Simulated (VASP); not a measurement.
MnO:

```
CELL_PARAMETERS angstrom
0.00000 2.22391 2.22391
2.22391 0.00000 2.22391
2.22391 2.22391 0.00000
ATOMIC_POSITIONS crystal
Mn 0.00000 0.00000 0.00000
O 0.50000 0.50000 0.50000
```

- Program: VASP 6.6.1
- Task: relaxation of cell and atoms
- Functional: PBEsol
- Potentials or basis: VASP PAW PBE potentials, release 64 (Mn_pv, O)
- Cutoff: 600 eV
- k mesh: 10 × 10 × 10
- Occupations: fermi-dirac, width 0.05 eV
- Spin: collinear spin, ferromagnetic start
- Starting moments: [4.0, 0.0] μB

At the start: pressure -7.1 GPa; volume 11.00 Å³/atom.

Task: How do energy, volume and symmetry change on relaxing?

Result: Over 3 steps the energy falls by 20.5 meV/atom and the volume is 10.15 Å³/atom (-7.7 %); space group Fm-3m (No. 225, to 0.1 Å) before and after; moment 4.46 μB per cell.

Step by step:
| step | energy change (eV) | largest force (eV/Å) | pressure (GPa) | volume (Å³) |
| --- | --- | --- | --- | --- |
| 1 | 0.0000 | 0.0000 | -7.10 | 22.00 |
| 2 | -0.0404 | 0.0000 | -0.98 | 20.48 |
| 3 | -0.0410 | 0.0000 | -0.06 | 20.30 |

Final structure:
```cif
data_structure
_symmetry_space_group_name_H-M 'P 1'
_symmetry_Int_Tables_number 1
_cell_length_a 3.0619
_cell_length_b 3.0619
_cell_length_c 3.0619
_cell_angle_alpha 60.000
_cell_angle_beta 60.000
_cell_angle_gamma 60.000
_cell_volume 20.30
loop_
_atom_site_label
_atom_site_type_symbol
_atom_site_fract_x
_atom_site_fract_y
_atom_site_fract_z
_atom_site_occupancy
Mn1 Mn 0.00000 0.00000 0.00000 1
O1 O 0.50000 0.50000 0.50000 1
```

Caveat: the PAW data sets were made with another functional, which shifts forces and pressure a little; a cell with one magnetic atom can't hold antiferromagnetic order, which such compounds often take.
